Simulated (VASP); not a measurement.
# Al in VASP: further runs

The runs below take Al through single point, with PBE.

Everything below comes from runs of VASP 6.6.1. Logs are shortened: lines on timing, memory, paths and dates and some standing lists are left out, and cuts for length are marked.

## (1) The cell of the first run

The typed cell holds 6 atoms: a = 2.816 Å, b = 4.677 Å, c = 7.701 Å, α = 90.00°, β = 79.46°, γ = 89.99°.

## (2) Single point, PBE

Input file INCAR:

```
PREC     = Accurate       # precision mode
ENCUT    = 520            # plane-wave cutoff, eV
EDIFF    = 1E-6           # SCF threshold, eV
ISMEAR   = 0              # smearing method
SIGMA    = 0.1            # smearing width, eV
LREAL    = False          # projectors in reciprocal space
LASPH    = True           # aspherical terms in the spheres
NELM     = 100            # most SCF steps
ALGO     = Fast           # electronic algorithm
ISIF     = 2              # what is computed and relaxed
LWAVE    = False          # write WAVECAR
LCHARG   = True           # write CHGCAR
GGA      = PE             # functional
LELF     = True           # ELF
LVHAR    = True         
NBANDS   = 18             # bands
```

Input file KPOINTS:

```
Automatic mesh
0
Gamma
  8 6 4
```

Input file POSCAR:

```
Al
1.0
   -0.2142630922     -0.1262389367     -2.8046565927
    2.3371359485     -4.0510632989      0.0030364792
   -6.6393378098     -3.8312319768     -0.7346493461
Al
6
Direct
    1.1116807820      0.0000120386      1.0274306328
    0.8883282044      0.4999910623      0.4725683192
    0.2216680125      0.4999923872      0.8059043455
    0.4449979254      1.0000021653      0.3607653676
    0.7783352474      0.9999960869      0.6940968937
    0.5549898282      0.5000062598      0.1392344412
```

Potentials or basis: VASP PAW PBE potentials, release 64 (Al).

The run is started by

```console
cat potpaw_PBE.64/Al/POTCAR > POTCAR
mpirun -np 1 vasp_std > vasp.out
```

OUTCAR:

```text
PREC = Accurate
   ENCUT = 520
   EDIFF = 1E-6
   ISMEAR = 0
   LREAL = False
   LASPH = True
   NELM = 100
   ISIF = 2
   GGA = PE

 ion  position               nearest neighbor table
   1  0.112  0.000  0.027-   6 2.86   6 2.86   6 2.86   6 2.86   3 2.88   3 2.88   5 2.89   4 2.89
                             4 2.89   5 2.89
   2  0.888  0.500  0.473-   4 2.86   4 2.86   4 2.86   4 2.86   5 2.88   5 2.88   6 2.89   3 2.89
                             6 2.89   3 2.89
   3  0.222  0.500  0.806-   5 2.86   5 2.86   5 2.86   5 2.86   1 2.88   1 2.88   6 2.89   2 2.89
                             6 2.89   2 2.89
   4  0.445  0.000  0.361-   2 2.86   2 2.86   2 2.86   2 2.86   6 2.88   6 2.88   5 2.89   1 2.89
                             1 2.89   5 2.89
   5  0.778  1.000  0.694-   3 2.86   3 2.86   3 2.86   3 2.86   2 2.88   2 2.88   4 2.89   1 2.89
                             4 2.89   1 2.89
   6  0.555  0.500  0.139-   1 2.86   1 2.86   1 2.86   1 2.86   4 2.88   4 2.88   2 2.89   3 2.89
                             3 2.89   2 2.89

  LATTYP: Found a triclinic cell.
 ALAT       =     2.8156604101
 B/A-ratio  =     2.7347852385
 C/A-ratio  =     1.6610287651
 COS(alpha) =     0.0000229425
 COS(beta)  =     0.0001612682
 COS(gamma) =     0.1827059625

  Lattice vectors:

 A1 = (  -0.2142630922,  -0.1262389367,  -2.8046565927)
 A2 = (   6.4250747176,   3.7049930401,  -2.0700072466)
 A3 = (   2.3371359485,  -4.0510632989,   0.0030364792)

Analysis of symmetry for initial positions (statically):
=====================================================================
 Subroutine PRICEL returns:
 Original cell was already a primitive cell.

 Routine SETGRP: Setting up the symmetry group for a
 triclinic supercell.

 Subroutine GETGRP returns: Found  1 space group operations
 (whereof  1 operations were pure point group operations)
 out of a pool of  2 trial point group operations.

The static configuration has the point symmetry C_1 .

Analysis of symmetry for dynamics (positions and initial velocities):
=====================================================================
 Subroutine PRICEL returns:
 Original cell was already a primitive cell.

 Routine SETGRP: Setting up the symmetry group for a
 triclinic supercell.

 Subroutine GETGRP returns: Found  1 space group operations
 (whereof  1 operations were pure point group operations)
 out of a pool of  2 trial point group operations.

The dynamic configuration has the point symmetry C_1 .

 Subroutine INISYM returns: Found  1 space group operations
 (whereof  1 operations are pure point group operations),
 and found     1 'primitive' translations

----------------------------------------------------------------------------------------

                                     Primitive cell

  volume of cell :      99.6939

  direct lattice vectors                    reciprocal lattice vectors
    -0.214263092 -0.126238937 -2.804656593     0.029969168  0.017020244 -0.359605489
     2.337135948 -4.051063299  0.003036479     0.106852520 -0.185203378  0.000173043
    -6.639337810 -3.831231977 -0.734649346    -0.113971068 -0.065743346  0.011666014

  length of vectors
     2.815660410  4.676892934  7.700574957     0.361253301  0.213817170  0.132089696

  position of ions in fractional coordinates (direct lattice)
     0.111680782  0.000012039  0.027430633
     0.888328204  0.499991062  0.472568319
     0.221668012  0.499992387  0.805904345
     0.444997925  0.000002165  0.360765368
     0.778335247  0.999996087  0.694096894
     0.554989828  0.500006260  0.139234441

  ion indices of the primitive-cell ions
   primitive index   ion index
                 1           1
                 2           2
                 3           3
                 4           4
                 5           5
                 6           6

----------------------------------------------------------------------------------------

 KPOINTS: Automatic mesh

Automatic generation of k-mesh.
 Grid dimensions read from file:
 generate k-points for:    8    6    4

 Generating k-lattice:

  Cartesian coordinates                     Fractional coordinates (reciprocal lattice)
     0.003746146  0.002127531 -0.044950686     0.125000000 -0.000000000  0.000000000
     0.017808753 -0.030867230  0.000028840     0.000000000  0.166666667  0.000000000
    -0.028492767 -0.016435837  0.002916504     0.000000000 -0.000000000  0.250000000

  Length of vectors
     0.045156663  0.035636195  0.033022424

  Shift w.r.t. Gamma in fractional coordinates (k-lattice)
     0.000000000  0.000000000  0.000000000

 Subroutine IBZKPT returns following result:
 ===========================================

 Found    100 irreducible k-points:

 Following reciprocal coordinates:
            Coordinates               Weight
  0.000000  0.000000  0.000000      1.000000
  0.125000  0.000000  0.000000      2.000000
  0.250000  0.000000  0.000000      2.000000
  0.375000 -0.000000  0.000000      2.000000
  0.500000  0.000000  0.000000      1.000000
 -0.000000  0.166667 -0.000000      2.000000
[... 16 lines left out ...]
  0.125000  0.500000  0.000000      2.000000
  0.250000  0.500000 -0.000000      2.000000
 [... further k-points ...]
   k-points           NKPTS =    100   k-points in BZ     NKDIM =    100   number of bands    NBANDS=     18
   number of dos      NEDOS =    301   number of ions     NIONS =      6
   total plane-waves  NPLWV =  51840
   dimension x,y,z NGX =    24 NGY =   36 NGZ =   60
   dimension x,y,z NGXF=    48 NGYF=   72 NGZF=  120
   ions per type =               6
   NGX,Y,Z   is equivalent  to a cutoff of  14.17, 12.80, 12.95 a.u.
   NGXF,Y,Z  is equivalent  to a cutoff of  28.34, 25.59, 25.91 a.u.
 SYSTEM =  unknown system
   PREC   = accura    normal or accurate (medium, high low for compatibility)
   ISTART =      0    job   : 0-new  1-cont  2-samecut
   ICHARG =      2    charge: 1-file 2-atom 10-const
   ISPIN  =      1    spin polarized calculation?
   LNONCOLLINEAR =      F non collinear calculations
   LSORBIT =      F    spin-orbit coupling
   LASPH  =      T    aspherical Exc in radial PAW
   ENCUT  =  520.0 eV  38.22 Ry    6.18 a.u.   5.24  8.70 14.32*2*pi/ulx,y,z
   NELM   =    100;   NELMIN=  2; NELMDL= -5     # of ELM steps
   EDIFF  = 0.1E-05   stopping-criterion for ELM
   LREAL  =      F    real-space projection
   EDIFFG = 0.1E-04   stopping-criterion for IOM
   NSW    =      0    number of steps for IOM
   IBRION =     -1    ionic relax: 0-MD 1-quasi-New 2-CG
   NFREE  =      0    steps in history (QN), initial steepest desc. (CG)
   ISIF   =      2    stress and relaxation
   ISYM   =      2    0-nonsym 1-usesym 2-fastsym
   POTIM  = 0.5000    time-step for ionic-motion
   TEBEG  =    0.0;   TEEND  =   0.0 temperature during run
   PSTRESS=    0.0 pullay stress
   NELECT =      18.0000    total number of electrons
   NUPDOWN=      -1.0000    fix difference up-down
   EMIN   =  10.00;   EMAX   =-10.00  energy-range for DOS
   EFERMI =   0.00;   METHOD = LEGACY
   ISMEAR =     0;   SIGMA  =   0.10  broadening in eV -4-tet -1-fermi 0-gaus
   EFERMI_NEDOS =   21; number of points for ismear=-14 and -15
   IALGO  =     68    algorithm
   IMIX   =      4    mixing-type and parameters
     AMIX     =   0.40;   BMIX     =  1.00
     AMIX_MAG =   1.60;   BMIX_MAG =  1.00
  volume/ion in A,a.u.               =      16.62       112.13
  Fermi-wavevector in a.u.,A,eV,Ry     =   0.925286  1.748537 11.648690  0.856155
  Thomas-Fermi vector in A             =   2.051124
   LORBIT       =      0    0 simple, 1 ext, 2 COOP (PROOUT), +10 PAW based schemes
   GGA     = PE    functional components
   LHFCALC =     F    Hartree Fock is set to
   AEXX    =    0.0000 exact exchange contribution
   IVDW    =     0    specifies the selected vdW correction
   LEPSILON=     F    determine dielectric tensor
   LRPA    =     F    only Hartree local field effects (RPA)
 non-spin polarized calculation
 RMM-DIIS sequential band-by-band and
 Gauss-broadening in eV      SIGMA  =   0.10
  energy-cutoff  :      520.00
  volume of cell :       99.69
 maximum number of plane-waves:      2710
 NGX is ok and might be reduce to    24

 number of electron      18.0000000 magnetization

 Free energy of the ion-electron system (eV)
  ---------------------------------------------------
  ext. energy  EPLUGINS =         0.00000000
  ---------------------------------------------------
  free energy    TOTEN  =       -22.30008494 eV

  energy without entropy =      -22.29085066  energy(sigma->0) =      -22.29546780

 E-fermi :   7.9213     XC(G=0): -10.1729

 val. band max:        7.9107039289   @ k =  -0.3750   0.1667  -0.0000
 cond. band min:       7.9389789466   @ k =  -0.2500   0.1667   0.0000
 fundamental gap:      0.0282750177
 Fermi energy:         7.9213175437

 k-point     1 :       0.0000    0.0000    0.0000
  band No.  band energies     occupation
      1      -3.1618      2.00000
      2      -0.6039      2.00000
      3      -0.6038      2.00000
      4       3.3661      2.00000
      5       3.5533      2.00000
      6       5.7564      2.00000
[... 10 lines left out ...]
     17      14.6629      0.00000
     18      16.3658      0.00000

 k-point     2 :       0.1250    0.0000    0.0000
  band No.  band energies     occupation
      1      -2.8603      2.00000
      2      -0.6244      2.00000
      3       0.0081      2.00000
      4       3.6463      2.00000
      5       3.8472      2.00000
      6       5.7383      2.00000
[... 10 lines left out ...]
     17      14.3424      0.00000
     18      15.3915      0.00000

 k-point     3 :       0.2500    0.0000    0.0000
  band No.  band energies     occupation
      1      -1.9598      2.00000
      2      -0.0536      2.00000
      3       1.2032      2.00000
      4       4.4869      2.00000
      5       4.7131      2.00000
      6       6.2780      2.00000
[... 412 lines left out ...]
 k-point    23 :       0.1250    0.5000    0.0000
  band No.  band energies     occupation
      1      -1.1815      2.00000
      2      -1.1810      2.00000
      3       1.0280      2.00000
      4       1.0285      2.00000
      5       1.6523      2.00000
      6       1.6527      2.00000
[... 10 lines left out ...]
     17      14.2991      0.00000
     18      14.3006      0.00000

 k-point    24 :       0.2500    0.5000   -0.0000
  band No.  band energies     occupation
      1      -0.2918      2.00000
      2      -0.2909      2.00000
      3       1.5907      2.00000
      4       1.5916      2.00000
      5       2.8278      2.00000
      6       2.8286      2.00000
[... 10 lines left out ...]
     17      13.3688      0.00000
     18      13.3700      0.00000

 [... further k-points ...]
[... 5 lines left out ...]
  --------------------------------------------------------------------------------------
  -------------------------------------------------------------------------------------
  Total       -0.0143569     -0.0201355     -0.0184407      0.0036744     -0.0076214     -0.0083947
  in kB       -0.2307293     -0.3235975     -0.2963596      0.0590513     -0.1224838     -0.1349106
  external PRESSURE =      -0.2835621 kB  Pullay stress =       0.0000000 kB

 VOLUME and BASIS-vectors are now :
 -----------------------------------------------------------------------------
  energy-cutoff  :      520.00
  volume of cell :       99.69
      direct lattice vectors                 reciprocal lattice vectors
    -0.214263092 -0.126238937 -2.804656593     0.029969168  0.017020244 -0.359605489
     2.337135948 -4.051063299  0.003036479     0.106852520 -0.185203378  0.000173043
    -6.639337810 -3.831231977 -0.734649346    -0.113971068 -0.065743346  0.011666014

 POSITION                                       TOTAL-FORCE (eV/Angst)
 -----------------------------------------------------------------------------------
     -0.20602     -0.11924     -0.33338         0.000177      0.000368     -0.000254
     -2.15933     -3.94816     -2.83711        -0.000232     -0.000364      0.000336
     -4.22962     -5.14109     -1.21224        -0.000120     -0.000319      0.000351
     -2.49058     -1.43836     -1.51310         0.000278      0.000332     -0.000351
     -2.43799     -6.80855     -2.68984         0.000216      0.000282     -0.000352
      0.12524     -2.62906     -1.65733        -0.000318     -0.000299      0.000270
 -----------------------------------------------------------------------------------
    total drift:                                0.000000     -0.000000      0.000000

  FREE ENERGIE OF THE ION-ELECTRON SYSTEM (eV)
  ---------------------------------------------------
  free  energy   TOTEN  =       -22.3000849416 eV

  energy  without entropy=      -22.2908506561  energy(sigma->0) =      -22.29546780
```

Wall time 2.3 min (1 thread of Intel Xeon Platinum 8488C (Sapphire Rapids), shared host); peak memory 0.29 GiB.

What came out:

```
Free energy            : -22.3001 eV
Pressure               : 0.0 GPa
Band gap on the k mesh : zero (band 9 reaches 11.96 eV, above the bottom of band 10 at 5.62 eV)
```

Levels at points of the mesh, in eV from the Fermi level:
```
           k point  band 7  band 8  band 9  band 10  band 11  band 12
(0.00, 0.00, 0.00)   -2.16   -2.06   -2.06    -0.81    -0.81     5.13
(0.50, 0.00, 0.00)   -0.10   -0.10    0.13     0.13     0.74     1.21
(0.00, 0.50, 0.00)    0.51    0.51    0.51     0.51     3.44     3.44
(0.50, 0.50, 0.00)   -3.08   -3.08   -0.98    -0.98    -0.98    -0.98
(0.00, 0.00, 0.50)   -3.74   -3.74    0.38     0.98     1.39     1.49
(0.50, 0.00, 0.50)   -0.10   -0.10    0.13     0.13     0.74     1.21
(0.00, 0.50, 0.50)   -3.43   -3.43    3.92     3.92     3.92     3.92
(0.50, 0.50, 0.50)   -3.08   -3.08   -0.98    -0.98    -0.98    -0.98
```

## (3) Single point, PBE

This run uses another cell than the first one: it holds 2 atoms, not 6.

Input file INCAR:

```
PREC = Accurate
ENCUT = 520
EDIFF = 1E-7
ISMEAR = 0
SIGMA = 0.1
LREAL = F
LASPH = T
NELM = 60
ALGO = Fast
ISIF = 2
LWAVE = F
LCHARG = F
GGA = PE
NBANDS = 10
```

Input file KPOINTS:

```
regular mesh
0
Gamma
  22 22 12
```

Input file POSCAR:

```
Al
1.0
    1.4246282869     -2.4699271172      0.0000000000
    1.4246282869      2.4699271172      0.0000000000
    0.0000000000      0.0000000000      4.7302678163
Al
2
Direct
    0.8333798533      0.1666201467      0.7500000000
    0.1666201467      0.8333798533      0.2500000000
```

Potentials or basis: VASP PAW PBE potentials, release 64 (Al).

The run is started by

```console
cat potpaw_PBE.64/Al/POTCAR > POTCAR
mpirun -np 1 vasp_std > vasp.out
```

It took 3 min on 1 thread of Intel Xeon Platinum 8488C (Sapphire Rapids), shared host; peak memory 0.35 GiB.

Results (log left out):

```yaml
Free_energy: -7.4304 eV
Pressure: 0.0 GPa
Band_gap_on_the_k_mesh: zero (band 3 reaches 11.97 eV, above the bottom of band 4 at 4.73 eV)
```

Levels at points of the mesh, in eV from the Fermi level:
| k point | band 1 | band 2 | band 3 | band 4 | band 5 | band 6 |
| --- | --- | --- | --- | --- | --- | --- |
| (0.00, 0.00, 0.00) | -11.07 | -4.63 | -4.56 | 10.75 | 10.78 | 11.13 |
| (0.50, 0.00, 0.00) | -5.21 | -5.04 | 0.62 | 0.99 | 1.50 | 1.64 |
| (0.50, 0.50, 0.00) | -5.22 | -5.05 | 0.61 | 0.98 | 1.50 | 1.63 |
| (0.00, 0.00, 0.50) | -9.42 | -9.42 | 3.14 | 3.14 | 11.96 | 11.96 |
| (0.50, 0.00, 0.50) | -3.86 | -3.86 | -3.16 | -3.16 | 7.16 | 7.16 |
| (0.50, 0.50, 0.50) | -3.87 | -3.87 | -3.17 | -3.17 | 7.19 | 7.19 |
